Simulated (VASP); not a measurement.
Co:

```
Co
1.0
     2.25543    0.00000    0.00000
     0.00000    2.25543    0.00000
     0.00000    0.00000    2.25543
Co
1
Direct
  0.00000 0.00000 0.00000
```

Base run:

* Program: VASP 6.6.1
* Functional: LDA
* Potentials or basis: VASP PAW LDA potentials, release 64 (Co)
* Cutoff: 520 eV
* k mesh: 17 × 17 × 17
* Occupations: fermi-dirac, width 0.05 eV
* Spin: collinear spin, ferromagnetic start
* Starting moments: [1.7] μB

Its results: pressure -1.7 GPa; net moment 1.47 μB per cell; site moments Co +1.46 μB.

The run is repeated on the same cell with these changes: potentials or basis from VASP PAW LDA potentials, release 64 (Co) to VASP PAW LDA potentials, release 64 (Co_sv); cutoff from 520 eV to 600 eV; further incar settings from ALGO = Normal; EDIFF = 1e-06; NBANDS = 14 to ALGO = Normal; EDIFF = 1e-06; NBANDS = 18; valence electrons from 9 to 17. What comes out?

Pressure -3.8 GPa; net moment 1.48 μB per cell; site moments Co +1.46 μB.
